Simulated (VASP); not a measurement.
Crystal: Si.

```
CELL_PARAMETERS angstrom
9.77580 0.00000 0.00000
0.00000 9.77580 0.00000
0.00000 0.00000 9.77580
ATOMIC_POSITIONS crystal
Si 0.00000 0.00000 0.00000
Si 0.00000 0.25000 0.25000
Si 0.25000 0.00000 0.25000
Si 0.25000 0.25000 0.00000
Si 0.12500 0.12500 0.12500
Si 0.12500 0.37500 0.37500
Si 0.37500 0.12500 0.37500
Si 0.37500 0.37500 0.12500
Si 0.00000 0.00000 0.50000
Si 0.00000 0.25000 0.75000
Si 0.25000 0.00000 0.75000
Si 0.25000 0.25000 0.50000
Si 0.12500 0.12500 0.62500
Si 0.12500 0.37500 0.87500
Si 0.37500 0.12500 0.87500
Si 0.37500 0.37500 0.62500
Si 0.00000 0.50000 0.00000
Si 0.00000 0.75000 0.25000
Si 0.25000 0.50000 0.25000
Si 0.25000 0.75000 0.00000
Si 0.12500 0.62500 0.12500
Si 0.12500 0.87500 0.37500
Si 0.37500 0.62500 0.37500
Si 0.37500 0.87500 0.12500
Si 0.00000 0.50000 0.50000
Si 0.00000 0.75000 0.75000
Si 0.25000 0.50000 0.75000
Si 0.25000 0.75000 0.50000
Si 0.12500 0.62500 0.62500
Si 0.12500 0.87500 0.87500
Si 0.37500 0.62500 0.87500
Si 0.37500 0.87500 0.62500
Si 0.50000 0.00000 0.00000
Si 0.50000 0.25000 0.25000
Si 0.75000 0.00000 0.25000
Si 0.75000 0.25000 0.00000
Si 0.62500 0.12500 0.12500
Si 0.62500 0.37500 0.37500
Si 0.87500 0.12500 0.37500
Si 0.87500 0.37500 0.12500
Si 0.50000 0.00000 0.50000
Si 0.50000 0.25000 0.75000
Si 0.75000 0.00000 0.75000
Si 0.75000 0.25000 0.50000
Si 0.62500 0.12500 0.62500
Si 0.62500 0.37500 0.87500
Si 0.87500 0.12500 0.87500
Si 0.87500 0.37500 0.62500
Si 0.50000 0.50000 0.00000
Si 0.50000 0.75000 0.25000
Si 0.75000 0.50000 0.25000
Si 0.75000 0.75000 0.00000
Si 0.62500 0.62500 0.12500
Si 0.62500 0.87500 0.37500
Si 0.87500 0.62500 0.37500
Si 0.87500 0.87500 0.12500
Si 0.50000 0.50000 0.50000
Si 0.50000 0.75000 0.75000
Si 0.75000 0.50000 0.75000
Si 0.75000 0.75000 0.50000
Si 0.62500 0.62500 0.62500
Si 0.62500 0.87500 0.87500
Si 0.87500 0.62500 0.87500
Si 0.87500 0.87500 0.62500
```

| Item | Value |
| --- | --- |
| Program | VASP 6.6.1 |
| Task | relaxation of cell and atoms |
| Functional | PBE |
| Potentials or basis | VASP PAW PBE potentials, release 64 (Si) |
| Cutoff | 600 eV |
| k mesh | 1 × 1 × 1 |
| Occupations | fermi-dirac, width 0.02 eV |
| Spin | no spin polarisation |

At the start: pressure 59.3 GPa; volume 14.60 Å³/atom.

Question: How do energy, volume and symmetry change on relaxing?

Answer: Over 20 steps the energy falls by 866.4 meV/atom and the volume is 20.59 Å³/atom (+41.0 %); space group Fd-3m (No. 227, to 0.1 Å) before and after.

The path:
| step | energy change (eV) | largest force (eV/Å) | pressure (GPa) | volume (Å³) |
| --- | --- | --- | --- | --- |
| 1 | 0.0000 | 0.0000 | 59.28 | 934.24 |
| 2 | -22.2207 | 0.0000 | -12.82 | 1871.33 |
| 3 | -55.3772 | 0.0000 | -1.21 | 1337.22 |
| 4 | -55.4413 | 0.0000 | -0.43 | 1324.42 |
| 5 | -55.4482 | 0.0000 | 0.19 | 1315.71 |
| 6 | -55.4482 | 0.0000 | 0.19 | 1315.73 |
| 7 | -55.4482 | 0.0000 | 0.18 | 1315.79 |
| 8 | -55.4482 | 0.0000 | 0.18 | 1315.79 |
| 9 | -55.4482 | 0.0000 | 0.18 | 1315.79 |
| 10 | -55.4482 | 0.0000 | 0.18 | 1315.79 |
| 11 | -55.4482 | 0.0000 | 0.18 | 1315.79 |
| 12 | -55.4483 | 0.0000 | 0.18 | 1315.79 |
| 13 | -55.4483 | 0.0000 | 0.18 | 1315.80 |
| 14 | -55.4483 | 0.0000 | 0.18 | 1315.81 |
| 15 | -55.4483 | 0.0000 | 0.18 | 1315.84 |
| 16 | -55.4484 | 0.0000 | 0.18 | 1315.89 |
| 17 | -55.4485 | 0.0000 | 0.17 | 1316.00 |
| 18 | -55.4487 | 0.0000 | 0.15 | 1316.22 |
| 19 | -55.4491 | 0.0000 | 0.12 | 1316.65 |
| 20 | -55.4495 | 0.0000 | 0.06 | 1317.51 |

Final structure:
```yaml
crystal:
  lattice:
    - [10.96270, 0.00000, 0.00000]
    - [0.00000, 10.96270, 0.00000]
    - [0.00000, 0.00000, 10.96270]
  atoms:
    - { symbol: Si, position: [0.00000, 0.00000, 0.00000] }
    - { symbol: Si, position: [0.00000, 0.25000, 0.25000] }
    - { symbol: Si, position: [0.25000, 0.00000, 0.25000] }
    - { symbol: Si, position: [0.25000, 0.25000, 0.00000] }
    - { symbol: Si, position: [0.12500, 0.12500, 0.12500] }
    - { symbol: Si, position: [0.12500, 0.37500, 0.37500] }
    - { symbol: Si, position: [0.37500, 0.12500, 0.37500] }
    - { symbol: Si, position: [0.37500, 0.37500, 0.12500] }
    - { symbol: Si, position: [0.00000, 0.00000, 0.50000] }
    - { symbol: Si, position: [0.00000, 0.25000, 0.75000] }
    - { symbol: Si, position: [0.25000, 0.00000, 0.75000] }
    - { symbol: Si, position: [0.25000, 0.25000, 0.50000] }
    - { symbol: Si, position: [0.12500, 0.12500, 0.62500] }
    - { symbol: Si, position: [0.12500, 0.37500, 0.87500] }
    - { symbol: Si, position: [0.37500, 0.12500, 0.87500] }
    - { symbol: Si, position: [0.37500, 0.37500, 0.62500] }
    - { symbol: Si, position: [0.00000, 0.50000, 0.00000] }
    - { symbol: Si, position: [0.00000, 0.75000, 0.25000] }
    - { symbol: Si, position: [0.25000, 0.50000, 0.25000] }
    - { symbol: Si, position: [0.25000, 0.75000, 0.00000] }
    - { symbol: Si, position: [0.12500, 0.62500, 0.12500] }
    - { symbol: Si, position: [0.12500, 0.87500, 0.37500] }
    - { symbol: Si, position: [0.37500, 0.62500, 0.37500] }
    - { symbol: Si, position: [0.37500, 0.87500, 0.12500] }
    - { symbol: Si, position: [0.00000, 0.50000, 0.50000] }
    - { symbol: Si, position: [0.00000, 0.75000, 0.75000] }
    - { symbol: Si, position: [0.25000, 0.50000, 0.75000] }
    - { symbol: Si, position: [0.25000, 0.75000, 0.50000] }
    - { symbol: Si, position: [0.12500, 0.62500, 0.62500] }
    - { symbol: Si, position: [0.12500, 0.87500, 0.87500] }
    - { symbol: Si, position: [0.37500, 0.62500, 0.87500] }
    - { symbol: Si, position: [0.37500, 0.87500, 0.62500] }
    - { symbol: Si, position: [0.50000, 0.00000, 0.00000] }
    - { symbol: Si, position: [0.50000, 0.25000, 0.25000] }
    - { symbol: Si, position: [0.75000, 0.00000, 0.25000] }
    - { symbol: Si, position: [0.75000, 0.25000, 0.00000] }
    - { symbol: Si, position: [0.62500, 0.12500, 0.12500] }
    - { symbol: Si, position: [0.62500, 0.37500, 0.37500] }
    - { symbol: Si, position: [0.87500, 0.12500, 0.37500] }
    - { symbol: Si, position: [0.87500, 0.37500, 0.12500] }
    - { symbol: Si, position: [0.50000, 0.00000, 0.50000] }
    - { symbol: Si, position: [0.50000, 0.25000, 0.75000] }
    - { symbol: Si, position: [0.75000, 0.00000, 0.75000] }
    - { symbol: Si, position: [0.75000, 0.25000, 0.50000] }
    - { symbol: Si, position: [0.62500, 0.12500, 0.62500] }
    - { symbol: Si, position: [0.62500, 0.37500, 0.87500] }
    - { symbol: Si, position: [0.87500, 0.12500, 0.87500] }
    - { symbol: Si, position: [0.87500, 0.37500, 0.62500] }
    - { symbol: Si, position: [0.50000, 0.50000, 0.00000] }
    - { symbol: Si, position: [0.50000, 0.75000, 0.25000] }
    - { symbol: Si, position: [0.75000, 0.50000, 0.25000] }
    - { symbol: Si, position: [0.75000, 0.75000, 0.00000] }
    - { symbol: Si, position: [0.62500, 0.62500, 0.12500] }
    - { symbol: Si, position: [0.62500, 0.87500, 0.37500] }
    - { symbol: Si, position: [0.87500, 0.62500, 0.37500] }
    - { symbol: Si, position: [0.87500, 0.87500, 0.12500] }
    - { symbol: Si, position: [0.50000, 0.50000, 0.50000] }
    - { symbol: Si, position: [0.50000, 0.75000, 0.75000] }
    - { symbol: Si, position: [0.75000, 0.50000, 0.75000] }
    - { symbol: Si, position: [0.75000, 0.75000, 0.50000] }
    - { symbol: Si, position: [0.62500, 0.62500, 0.62500] }
    - { symbol: Si, position: [0.62500, 0.87500, 0.87500] }
    - { symbol: Si, position: [0.87500, 0.62500, 0.87500] }
    - { symbol: Si, position: [0.87500, 0.87500, 0.62500] }
```

Caveat: the k points lie up to 0.57 Å⁻¹ apart in the final cell; the volume moved by over 15 % at a fixed basis, so the end points are rough.
